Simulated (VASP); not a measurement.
# TaN (P-62m) in VASP: settings compared

The runs below take TaN through relaxation of cell and atoms, with LDA, PBE.

All numbers are computed with VASP 6.6.1; they aren't measurements. Logs are shortened: lines on timing, memory, paths and dates and some standing lists are left out, and cuts for length are marked.

## Step 1: The cell of the first run

Symmetry: P-62m, No. 189, hexagonal system. Conventional cell: a = 5.196 Å, b = 5.196 Å, c = 2.911 Å, α = 90.00°, β = 90.00°, γ = 120.00°. Within 2.7 Å of Ta (site symmetry -62m) lie 3 N at 2.04 Å. Ta (site symmetry -6) has 6 N at 2.16 Å and 5 Ta at 2.91 to 3.00 Å within 3.0 Å. N (site symmetry m2m) has 5 Ta at 2.04 to 2.16 Å and 6 N at 2.77 to 2.91 Å within 3.0 Å.

## Step 2: Relaxation of cell and atoms, LDA

Input file INCAR:

```
PREC = Accurate
ENCUT = 600
EDIFF = 1E-7
ISMEAR = -1
SIGMA = 0.05
LREAL = F
LASPH = T
NELM = 60
ALGO = Normal
ISIF = 3
LWAVE = F
LCHARG = F
GGA = CA
IBRION = 2
NSW = 60
EDIFFG = -0.01
```

Input file KPOINTS:

```
Automatic mesh
0
Gamma
  6 6 9
```

Input file POSCAR:

```
TaN
1.0
    5.1960000000      0.0000000000      0.0000000000
   -2.5980000000      4.4998679981      0.0000000000
    0.0000000000      0.0000000000      2.9110000000
Ta N
3 3
Direct
    0.0000000000      0.0000000000      0.0000000000
    0.6666666667      0.3333333333      0.5000000000
    0.3333333333      0.6666666667      0.5000000000
    0.0000000000      0.3928500000      0.0000000000
    0.6071500000      0.6071500000      0.0000000000
    0.3928500000      0.0000000000      0.0000000000
```

Potentials or basis: VASP PAW LDA potentials, release 64 (Ta_pv, N).

On the command line:

```sh
> cat potpaw_LDA.64/Ta_pv/POTCAR potpaw_LDA.64/N/POTCAR > POTCAR
> mpirun -np 1 vasp_std > vasp.out
```

OUTCAR:

```text
PREC = Accurate
   ENCUT = 600
   EDIFF = 1E-7
   ISMEAR = -1
   LREAL = F
   LASPH = T
   NELM = 60
   ISIF = 3
   GGA = CA
   IBRION = 2
   NSW = 60
   EDIFFG = -0.01

 ion  position               nearest neighbor table
   1  0.000  0.000  0.000-   6 2.04   5 2.04   4 2.04   3 3.33   2 3.33   2 3.33   3 3.33   2 3.33
                             2 3.33   3 3.33   3 3.33   2 3.33   2 3.33   3 3.33   3 3.33
   2  0.667  0.333  0.500-   4 2.16   4 2.16   6 2.16   6 2.16   5 2.16   5 2.16   3 3.00   3 3.00
                             3 3.00   1 3.33   1 3.33   1 3.33   1 3.33   1 3.33   1 3.33
   3  0.333  0.667  0.500-   6 2.16   6 2.16   4 2.16   4 2.16   5 2.16   5 2.16   2 3.00   2 3.00
                             2 3.00   1 3.33   1 3.33   1 3.33   1 3.33   1 3.33   1 3.33
   4  0.000  0.393  0.000-   1 2.04   2 2.16   2 2.16   3 2.16   3 2.16
   5  0.607  0.607  0.000-   1 2.04   3 2.16   3 2.16   2 2.16   2 2.16
   6  0.393  0.000  0.000-   1 2.04   3 2.16   3 2.16   2 2.16   2 2.16

  LATTYP: Found a hexagonal cell.
 ALAT       =     5.1960000000
 C/A-ratio  =     0.5602386451

  Lattice vectors:

 A1 = (   5.1960000000,   0.0000000000,   0.0000000000)
 A2 = (  -2.5980000000,   4.4998679981,   0.0000000000)
 A3 = (   0.0000000000,   0.0000000000,   2.9110000000)

Analysis of symmetry for initial positions (statically):
=====================================================================
 Subroutine PRICEL returns:
 Original cell was already a primitive cell.

 Routine SETGRP: Setting up the symmetry group for a
 hexagonal supercell.

 Subroutine GETGRP returns: Found 12 space group operations
 (whereof 12 operations were pure point group operations)
 out of a pool of 24 trial point group operations.

The static configuration has the point symmetry D_3h.

Analysis of symmetry for dynamics (positions and initial velocities):
=====================================================================
 Subroutine PRICEL returns:
 Original cell was already a primitive cell.

 Routine SETGRP: Setting up the symmetry group for a
 hexagonal supercell.

 Subroutine GETGRP returns: Found 12 space group operations
 (whereof 12 operations were pure point group operations)
 out of a pool of 24 trial point group operations.

The dynamic configuration has the point symmetry D_3h.

 Subroutine INISYM returns: Found 12 space group operations
 (whereof 12 operations are pure point group operations),
 and found     1 'primitive' translations

----------------------------------------------------------------------------------------

                                     Primitive cell

  volume of cell :      68.0630

  direct lattice vectors                    reciprocal lattice vectors
     5.196000000  0.000000000  0.000000000     0.192455735  0.111114371  0.000000000
    -2.598000000  4.499867998  0.000000000     0.000000000  0.222228741  0.000000000
     0.000000000  0.000000000  2.911000000     0.000000000  0.000000000  0.343524562

  length of vectors
     5.196000000  5.196000000  2.911000000     0.222228741  0.222228741  0.343524562

  position of ions in fractional coordinates (direct lattice)
     0.000000000  0.000000000  0.000000000
     0.666666667  0.333333333  0.500000000
     0.333333333  0.666666667  0.500000000
     0.000000000  0.392850000  0.000000000
     0.607150000  0.607150000  0.000000000
     0.392850000  0.000000000  0.000000000

  ion indices of the primitive-cell ions
   primitive index   ion index
                 1           1
                 2           2
                 3           3
                 4           4
                 5           5
                 6           6

----------------------------------------------------------------------------------------

 KPOINTS: Automatic mesh

Automatic generation of k-mesh.
 Grid dimensions read from file:
 generate k-points for:    6    6    9

 Generating k-lattice:

  Cartesian coordinates                     Fractional coordinates (reciprocal lattice)
     0.032075956  0.018519062  0.000000000     0.166666667  0.000000000  0.000000000
     0.000000000  0.037038124  0.000000000     0.000000000  0.166666667  0.000000000
     0.000000000  0.000000000  0.038169396     0.000000000  0.000000000  0.111111111

  Length of vectors
     0.037038124  0.037038124  0.038169396

  Shift w.r.t. Gamma in fractional coordinates (k-lattice)
     0.000000000  0.000000000  0.000000000

 Subroutine IBZKPT returns following result:
 ===========================================

 Found     35 irreducible k-points:

 Following reciprocal coordinates:
            Coordinates               Weight
  0.000000  0.000000  0.000000      1.000000
  0.166667  0.000000  0.000000      6.000000
  0.333333  0.000000  0.000000      6.000000
  0.500000  0.000000  0.000000      3.000000
  0.166667  0.166667  0.000000      6.000000
  0.333333  0.166667  0.000000     12.000000
[... 16 lines left out ...]
  0.166667  0.000000  0.333333     12.000000
  0.333333  0.000000  0.333333     12.000000
 [... further k-points ...]
   k-points           NKPTS =     35   k-points in BZ     NKDIM =     35   number of bands    NBANDS=     28
   number of dos      NEDOS =    301   number of ions     NIONS =      6
   total plane-waves  NPLWV =  42336
   dimension x,y,z NGX =    42 NGY =   42 NGZ =   24
   dimension x,y,z NGXF=    84 NGYF=   84 NGZF=   48
   ions per type =               3   3
   NGX,Y,Z   is equivalent  to a cutoff of  13.44, 13.44, 13.71 a.u.
   NGXF,Y,Z  is equivalent  to a cutoff of  26.88, 26.88, 27.41 a.u.
 SYSTEM =  unknown system
   PREC   = accura    normal or accurate (medium, high low for compatibility)
   ISTART =      0    job   : 0-new  1-cont  2-samecut
   ICHARG =      2    charge: 1-file 2-atom 10-const
   ISPIN  =      1    spin polarized calculation?
   LNONCOLLINEAR =      F non collinear calculations
   LSORBIT =      F    spin-orbit coupling
   LASPH  =      T    aspherical Exc in radial PAW
   ENCUT  =  600.0 eV  44.10 Ry    6.64 a.u.  10.38 10.38  5.81*2*pi/ulx,y,z
   NELM   =     60;   NELMIN=  2; NELMDL= -5     # of ELM steps
   EDIFF  = 0.1E-06   stopping-criterion for ELM
   LREAL  =      F    real-space projection
   EDIFFG = -.1E-01   stopping-criterion for IOM
   NSW    =     60    number of steps for IOM
   IBRION =      2    ionic relax: 0-MD 1-quasi-New 2-CG
   NFREE  =      1    steps in history (QN), initial steepest desc. (CG)
   ISIF   =      3    stress and relaxation
   ISYM   =      2    0-nonsym 1-usesym 2-fastsym
   POTIM  = 0.5000    time-step for ionic-motion
   TEBEG  =    0.0;   TEEND  =   0.0 temperature during run
   PSTRESS=    0.0 pullay stress
   NELECT =      48.0000    total number of electrons
   NUPDOWN=      -1.0000    fix difference up-down
   EMIN   =  10.00;   EMAX   =-10.00  energy-range for DOS
   EFERMI =   0.00;   METHOD = LEGACY
   ISMEAR =    -1;   SIGMA  =   0.05  broadening in eV -4-tet -1-fermi 0-gaus
   EFERMI_NEDOS =   21; number of points for ismear=-14 and -15
   IALGO  =     38    algorithm
   IMIX   =      4    mixing-type and parameters
     AMIX     =   0.40;   BMIX     =  1.00
     AMIX_MAG =   1.60;   BMIX_MAG =  1.00
  volume/ion in A,a.u.               =      11.34        76.55
  Fermi-wavevector in a.u.,A,eV,Ry     =   1.457197  2.753703 28.890916  2.123422
  Thomas-Fermi vector in A             =   2.574026
   LORBIT       =      0    0 simple, 1 ext, 2 COOP (PROOUT), +10 PAW based schemes
   GGA     = CA    functional components
   LHFCALC =     F    Hartree Fock is set to
   AEXX    =    0.0000 exact exchange contribution
   IVDW    =     0    specifies the selected vdW correction
   LEPSILON=     F    determine dielectric tensor
   LRPA    =     F    only Hartree local field effects (RPA)
 conjugate gradient relaxation of ions
 non-spin polarized calculation
  energy-cutoff  :      600.00
  volume of cell :       68.06
 maximum number of plane-waves:      2304
 NGX is ok and might be reduce to    42
   NGX = 21   NGY = 21   NGZ = 11

--------------------------------------- Ionic step        1  -------------------------------------------

 number of electron      48.0000004 magnetization

 Free energy of the ion-electron system (eV)
  ---------------------------------------------------
  ext. energy  EPLUGINS =         0.00000000
  ---------------------------------------------------
  free energy    TOTEN  =       -74.09484797 eV

  energy without entropy =      -74.08805875  energy(sigma->0) =      -74.09145336

------------------------ aborting loop because EDIFF is reached ----------------------------------------

  FORCE on cell =-STRESS in cart. coord.  units (eV):
  Direction    XX          YY          ZZ          XY          YZ          ZX
  --------------------------------------------------------------------------------------
  -------------------------------------------------------------------------------------
  Total       -3.1703602     -3.1703602     -4.3136826      0.0000000      0.0000000     -0.0000000
  in kB      -74.6290758    -74.6290758   -101.5424533      0.0000000      0.0000000     -0.0000000
  external PRESSURE =     -83.6002016 kB  Pullay stress =       0.0000000 kB
[... 305 lines left out ...]
  energy  without entropy=      -74.1347675035  energy(sigma->0) =      -74.13813827

--------------------------------------- Ionic step        9  -------------------------------------------

 number of electron      48.0000003 magnetization

 Free energy of the ion-electron system (eV)
  ---------------------------------------------------
  ext. energy  EPLUGINS =         0.00000000
  ---------------------------------------------------
  free energy    TOTEN  =       -74.14155977 eV

  energy without entropy =      -74.13482409  energy(sigma->0) =      -74.13819193

 E-fermi :   8.4653     XC(G=0): -13.3745

 val. band max:        8.4567609557   @ k =   0.1667   0.0000   0.2222
 cond. band min:       8.4955430410   @ k =   0.1667   0.0000   0.3333
 fundamental gap:      0.0387820853
 Fermi energy:         8.4653151994

 k-point     1 :       0.0000    0.0000    0.0000
  band No.  band energies     occupation
      1     -27.5686      2.00000
      2     -27.5686      2.00000
      3     -27.1909      2.00000
      4     -27.1909      2.00000
      5     -26.9814      2.00000
      6     -26.8611      2.00000
[... 733 lines left out ...]
     27      10.6948      0.00000
     28      10.8167      0.00000

 [... further k-points ...]

------------------------ aborting loop because EDIFF is reached ----------------------------------------

  FORCE on cell =-STRESS in cart. coord.  units (eV):
  Direction    XX          YY          ZZ          XY          YZ          ZX
  --------------------------------------------------------------------------------------
  -------------------------------------------------------------------------------------
  Total       -0.0286940     -0.0286940     -0.0060030      0.0000000      0.0000000     -0.0000000
  in kB       -0.6925468     -0.6925468     -0.1448849      0.0000000      0.0000000     -0.0000000
  external PRESSURE =      -0.5099928 kB  Pullay stress =       0.0000000 kB
[... 21 lines left out ...]
  FREE ENERGIE OF THE ION-ELECTRON SYSTEM (eV)
  ---------------------------------------------------
  free  energy   TOTEN  =       -74.1415597673 eV

  energy  without entropy=      -74.1348240880  energy(sigma->0) =      -74.13819193

 reached required accuracy - stopping structural energy minimisation
```

Wall time 9.6 min (1 thread of Intel Xeon 8259CL, shared host); peak memory 0.23 GiB.

What came out:

```yaml
Free_energy: -74.1416 eV
Relaxed_volume: 11.06 Å³/atom
Relaxed_cell: a = 5.161 Å, b = 5.161 Å, c = 2.878 Å, α = 90.00°, β = 90.00°, γ = 120.00°
Space_group_after_relaxing_to_0.1_Å: P-62m (No. 189)
Energy_gained_by_relaxing: 7.8 meV/atom
Ionic_steps: 9
Pressure_after_relaxing: -0.1 GPa
Largest_force_after_relaxing: 0.009 eV/Å
Band_gap_on_the_k_mesh: zero (bands 24 and 25 overlap by 3.27 eV)
```

Forces in eV/Å, atoms in the order of the input:
```
Ta   0.000  0.000  0.000
Ta   0.000  0.000  0.000
Ta   0.000  0.000  0.000
N   -0.004  0.008  0.000
N   -0.004 -0.008  0.000
N    0.009  0.000  0.000
```

The path:
```
step  energy change (eV)  largest force (eV/Å)  pressure (GPa)  volume (Å³)
   1              0.0000                0.0336           -8.36        68.06
   2              0.2512                0.3186           24.97        62.40
   3             -0.0462                0.0649           -0.15        66.41
   4             -0.0462                0.0673            0.03        66.37
   5             -0.0462                0.0693            0.21        66.34
   6             -0.0466                0.0104            0.14        66.35
   7             -0.0467                0.0144            0.16        66.35
   8             -0.0467                0.0004           -0.31        66.43
   9             -0.0467                0.0088           -0.05        66.38
```

Final structure:
```yaml
crystal:
  lattice:
    - [5.16092, 0.00000, 0.00000]
    - [-2.58046, 4.46949, 0.00000]
    - [0.00000, 0.00000, 2.87785]
  atoms:
    - { symbol: Ta, position: [0.00000, 0.00000, 0.00000] }
    - { symbol: Ta, position: [0.66667, 0.33333, 0.50000] }
    - { symbol: Ta, position: [0.33333, 0.66667, 0.50000] }
    - { symbol: N, position: [0.00000, 0.39318, 0.00000] }
    - { symbol: N, position: [0.60682, 0.60682, 0.00000] }
    - { symbol: N, position: [0.39318, 0.00000, 0.00000] }
```

Levels at points of the mesh, in eV from the Fermi level:
| k point | band 21 | band 22 | band 23 | band 24 | band 25 | band 26 | band 27 | band 28 |
| --- | --- | --- | --- | --- | --- | --- | --- | --- |
| (0.00, 0.00, 0.00) | -4.30 | -3.30 | -1.99 | -0.97 | -0.97 | 0.58 | 0.58 | 1.81 |
| (0.50, 0.00, 0.00) | -3.99 | -3.93 | -2.89 | -2.72 | 1.28 | 1.83 | 1.95 | 2.47 |

Caveat: spin-orbit coupling is left out, which moves the levels of the heavy elements. LDA usually gives volumes a few per cent too small.

## Step 3: Relaxation of cell and atoms, PBE

Input file INCAR:

```
SYSTEM = TaN
PREC     = Accurate       ! precision mode
ENCUT    = 600            ! plane-wave cutoff, eV
EDIFF    = 1E-6           ! SCF threshold, eV
ISMEAR   = -1             ! smearing method
SIGMA    = 0.05           ! smearing width, eV
LREAL    = .False.        ! projectors in reciprocal space
LASPH    = .True.         ! aspherical terms in the spheres
NELM     = 60             ! most SCF steps
ALGO     = Normal         ! electronic algorithm
ISIF     = 3              ! what is computed and relaxed
LWAVE    = .False.        ! write WAVECAR
LCHARG   = .False.        ! write CHGCAR
GGA      = PE             ! functional
IBRION   = 2              ! ionic algorithm
NSW      = 60             ! ionic steps
EDIFFG   = -0.01          ! ionic threshold
```

Input file KPOINTS:

```
regular mesh
0
Gamma
  6 6 9
  0 0 0
```

POSCAR is that of step 2.

Potentials or basis: VASP PAW PBE potentials, release 64 (Ta_pv, N).

On the command line:

```sh
> cat potpaw_PBE.64/Ta_pv/POTCAR potpaw_PBE.64/N/POTCAR > POTCAR
> mpirun -np 1 vasp_std > vasp.out
```

Wall time 7.7 min (1 thread of Intel Xeon 8259CL, shared host); peak memory 0.25 GiB.

It converged, with:

* Free energy: -67.4962 eV
* Relaxed volume: 11.55 Å³/atom
* Relaxed cell: a = 5.233 Å, b = 5.233 Å, c = 2.922 Å, α = 90.00°, β = 90.00°, γ = 120.00°
* Space group after relaxing (to 0.1 Å): P-62m (No. 189)
* Energy gained by relaxing: 3.5 meV/atom
* Ionic steps: 7
* Pressure after relaxing: -0.1 GPa
* Band gap on the k mesh: zero (bands 24 and 25 overlap by 3.07 eV)

Step by step:
```tsv
step	energy change (eV)	largest force (eV/Å)	pressure (GPa)	volume (Å³)
1	0.0000	0.0468	5.60	68.06
2	0.0834	0.2350	-11.42	72.05
3	-0.0205	0.0465	-0.09	69.26
4	-0.0205	0.0447	0.02	69.24
5	-0.0209	0.0224	0.06	69.25
6	-0.0209	0.0210	0.06	69.25
7	-0.0210	0.0006	-0.09	69.29
```

Final structure:
```yaml
crystal:
  lattice:
    - [5.23252, 0.00000, 0.00000]
    - [-2.61626, 4.53150, 0.00000]
    - [0.00000, 0.00000, 2.92223]
  atoms:
    - { symbol: Ta, position: [0.00000, 0.00000, 0.00000] }
    - { symbol: Ta, position: [0.66667, 0.33333, 0.50000] }
    - { symbol: Ta, position: [0.33333, 0.66667, 0.50000] }
    - { symbol: N, position: [0.00000, 0.39238, 0.00000] }
    - { symbol: N, position: [0.60762, 0.60762, 0.00000] }
    - { symbol: N, position: [0.39238, 0.00000, 0.00000] }
```

Levels at points of the mesh, in eV from the Fermi level:
```
           k point  band 21  band 22  band 23  band 24  band 25  band 26  band 27  band 28
(0.00, 0.00, 0.00)    -4.18    -3.26    -1.88    -0.88    -0.88     0.64     0.64     1.76
(0.50, 0.00, 0.00)    -3.84    -3.79    -2.79    -2.56     1.21     1.81     1.91     2.41
```

Caveat: spin-orbit coupling is left out, which moves the levels of the heavy elements. PBE usually gives volumes a little too large and moduli too small.

## Step 4: Relaxation of cell and atoms, PBE, target pressure 2 GPa, at which the enthalpy is minimised

Input file INCAR:

```
PREC = Accurate ; ENCUT = 600
EDIFF = 1E-7 ; ISMEAR = -1
SIGMA = 0.05 ; LREAL = F
LASPH = T ; NELM = 100
ALGO = Normal ; ISIF = 3
LWAVE = F ; LCHARG = F
GGA = PE ; IBRION = 2
NSW = 60 ; EDIFFG = -0.01
PSTRESS = 20.0
```

Input file KPOINTS:

```
regular mesh
0
Gamma
  6 6 9
```

POSCAR is that of step 3.

On the command line:

```sh
> cat potpaw_PBE.64/Ta_pv/POTCAR potpaw_PBE.64/N/POTCAR > POTCAR
> mpirun -np 1 vasp_std > vasp.out
```

It took 2.4 min on 1 thread of Intel Xeon 6975P-C (Granite Rapids), shared host; peak memory 0.24 GiB.

Results (log left out):

* Free energy: -67.4936 eV
* Relaxed volume: 11.47 Å³/atom
* Relaxed cell: a = 5.220 Å, b = 5.220 Å, c = 2.917 Å, α = 90.00°, β = 90.00°, γ = 120.00°
* Space group after relaxing (to 0.1 Å): P-62m (No. 189)
* Energy change on relaxing (the run minimises the enthalpy): -3.1 meV/atom
* Ionic steps: 7
* Pressure after relaxing: 1.9 GPa
* Largest force after relaxing: 0.004 eV/Å
* Band gap on the k mesh: zero (bands 24 and 25 overlap by 3.08 eV)

Forces in eV/Å, atoms in the order of the input:
```
Ta   0.000  0.000  0.000
Ta   0.000  0.000  0.000
Ta   0.000  0.000  0.000
N    0.002 -0.004  0.000
N    0.002  0.004  0.000
N   -0.004  0.000  0.000
```

Step by step:
```tsv
step	energy change (eV)	largest force (eV/Å)	pressure (GPa)	volume (Å³)
1	0.0000	0.0467	5.61	68.06
2	0.0053	0.1611	-5.89	70.61
3	-0.0180	0.0195	1.95	68.82
4	-0.0178	0.0183	2.02	68.81
5	-0.0180	0.0144	2.06	68.81
6	-0.0180	0.0151	2.06	68.81
7	-0.0184	0.0042	1.92	68.84
```

Final structure:
```
CELL_PARAMETERS angstrom
5.22032 0.00000 0.00000
-2.61016 4.52093 0.00000
0.00000 0.00000 2.91687
ATOMIC_POSITIONS crystal
Ta 0.00000 0.00000 0.00000
Ta 0.66667 0.33333 0.50000
Ta 0.33333 0.66667 0.50000
N 0.00000 0.39272 0.00000
N 0.60728 0.60728 0.00000
N 0.39272 0.00000 0.00000
```

Levels at points of the mesh, in eV from the Fermi level:
| k point | band 21 | band 22 | band 23 | band 24 | band 25 | band 26 | band 27 | band 28 |
| --- | --- | --- | --- | --- | --- | --- | --- | --- |
| (0.00, 0.00, 0.00) | -4.20 | -3.28 | -1.89 | -0.88 | -0.88 | 0.64 | 0.64 | 1.79 |
| (0.50, 0.00, 0.00) | -3.86 | -3.81 | -2.80 | -2.58 | 1.22 | 1.82 | 1.92 | 2.43 |

Caveat: the cell is relaxed towards a set pressure, so the run minimises the enthalpy, not the energy; spin-orbit coupling is left out, which moves the levels of the heavy elements.

[end of part 1 of 2]
